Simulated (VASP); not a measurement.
Crystal: CdP2C.

```
Cd P C
1.0
     3.28195    0.00000    0.00000
     0.00000    3.28195    0.00000
     0.00000    0.00000    6.12364
Cd P C
1 2 1
Direct
  0.00000 0.00000 0.00000
  0.00000 0.50000 0.32958
  0.50000 0.00000 0.67042
  0.50000 0.50000 0.50000
```

- Program: VASP 6.6.1
- Task: relaxation of cell and atoms
- Functional: PBEsol
- Potentials or basis: VASP PAW PBE potentials, release 64 (Cd, P, C)
- Cutoff: 600 eV
- k mesh: 8 × 8 × 4
- Occupations: fermi-dirac, width 0.02 eV
- Spin: no spin polarisation

At the start: pressure -3.4 GPa; volume 16.49 Å³/atom.

Task: How do energy, volume and symmetry change on relaxing?

Result: Over 36 steps the energy falls by 305.4 meV/atom and the volume is 16.57 Å³/atom (+0.5 %); space group P-4m2 (No. 115, to 0.1 Å) before and after.

The path:
```tsv
step	energy change (eV)	largest force (eV/Å)	pressure (GPa)	volume (Å³)
1	0.0000	0.1239	-3.43	65.96
2	-0.0278	0.1013	1.19	62.65
3	-0.0301	0.1069	0.09	63.33
4	-0.0317	0.0125	0.05	63.31
5	-0.0322	0.0759	0.03	63.29
6	-0.0334	0.0673	-0.04	63.30
7	-0.0368	0.0474	-0.23	63.34
8	-0.0623	0.0550	-0.72	63.37
9	-0.2421	0.1575	-1.25	63.25
10	-0.8190	1.2101	-1.43	62.36
11	-0.1332	3.0278	8.30	58.28
12	-0.9816	1.6286	-0.43	61.61
13	-0.9908	1.7981	-0.02	61.33
14	-0.9901	1.7428	-0.15	61.43
15	-1.0144	1.5597	0.21	61.42
16	-1.0696	0.9888	1.40	61.38
17	-1.0968	0.2340	4.08	61.31
18	-1.1007	0.1010	3.32	61.33
19	-1.1223	0.0899	2.57	61.93
20	-1.1687	0.0943	0.65	63.73
21	-1.1938	0.0541	-2.36	67.41
22	-1.2158	0.0513	-1.08	67.14
23	-1.2197	0.1187	-0.31	66.98
24	-1.2198	0.1258	-0.23	66.96
25	-1.2207	0.0120	-0.35	66.82
26	-1.2208	0.0334	-0.40	66.76
27	-1.2213	0.0034	0.04	66.38
28	-1.2213	0.0036	0.04	66.37
29	-1.2214	0.0178	0.05	66.36
30	-1.2214	0.0322	0.05	66.34
31	-1.2215	0.0026	-0.09	66.38
32	-1.2215	0.0052	-0.06	66.37
33	-1.2215	0.0001	-0.04	66.33
34	-1.2215	0.0047	-0.01	66.29
35	-1.2215	0.0060	0.02	66.27
36	-1.2215	0.0027	0.02	66.27
```

Final structure:
```cif
data_structure
_symmetry_space_group_name_H-M 'P 1'
_symmetry_Int_Tables_number 1
_cell_length_a 2.8231
_cell_length_b 2.8231
_cell_length_c 8.3154
_cell_angle_alpha 90.000
_cell_angle_beta 90.000
_cell_angle_gamma 90.000
_cell_volume 66.27
loop_
_atom_site_label
_atom_site_type_symbol
_atom_site_fract_x
_atom_site_fract_y
_atom_site_fract_z
_atom_site_occupancy
Cd1 Cd 0.00000 0.00000 0.00000 1
P1 P 0.00000 0.50000 0.35712 1
P2 P 0.50000 0.00000 0.64288 1
C1 C 0.50000 0.50000 0.50000 1
```

Caveat: a cell axis changed by over 15 % at a fixed basis, so the end point is rough; the PAW data sets were made with another functional, which shifts forces and pressure a little.
